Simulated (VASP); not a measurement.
Wanted: the native input for a VASP 6.6.1 run.

| Quantity | Value |
| --- | --- |
| Task | single point |
| Functional | BLYP |
| Potentials or basis | VASP PAW PBE potentials, release 64 (Se) |
| Cutoff | 520 eV |
| k mesh | 14 × 14 × 14 |
| Occupations | fermi-dirac, width 0.1 eV |
| Spin | no spin polarisation |
| Dipole correction | no |
| Further INCAR settings | ALGO = Normal; EDIFF = 1e-07; NBANDS = 13 |

The structure of Se lies in POSCAR:

```
Se
1.0
    0.0000000000      3.2464690044      3.2464690044
    3.2464690044      0.0000000000      3.2464690044
    3.2464690044      3.2464690044      0.0000000000
Se
2
Direct
    0.1250000000      0.1250000000      0.1250000000
    0.8750000000      0.8750000000      0.8750000000
```

The input as run:

INCAR

```
SYSTEM = Se
AGGAC = 1.0
AGGAX = 1.0
ALDAC = 0.0
ALDAX = 1.0
ALGO = Normal
EDIFF = 1E-7
ENCUT = 520
GGA = B5
ISIF = 2
ISMEAR = -1
LASPH = .TRUE.
LCHARG = .FALSE.
LREAL = .FALSE.
LWAVE = .FALSE.
NBANDS = 13
NELM = 60
PREC = Accurate
SIGMA = 0.1
```

KPOINTS

```
k-points
0
G
  14 14 14
  0 0 0
```

Potentials or basis: VASP PAW PBE potentials, release 64 (Se).

The run is started by

```console
$ cat potpaw_PBE.64/Se/POTCAR > POTCAR
$ mpirun -np 1 vasp_std > vasp.out
```

It gave:

```
Pressure               : 0.1 GPa
Band gap on the k mesh : zero (band 6 reaches 2.04 eV, above the bottom of band 7 at 1.09 eV)
```

Caveat: the PAW data sets were made with another functional, which shifts forces and pressure a little.

Run time: 47 s on 1 thread of Intel(R) Xeon(R) 6975P-C (Granite Rapids) (shared host), peak memory 0.24 GiB.
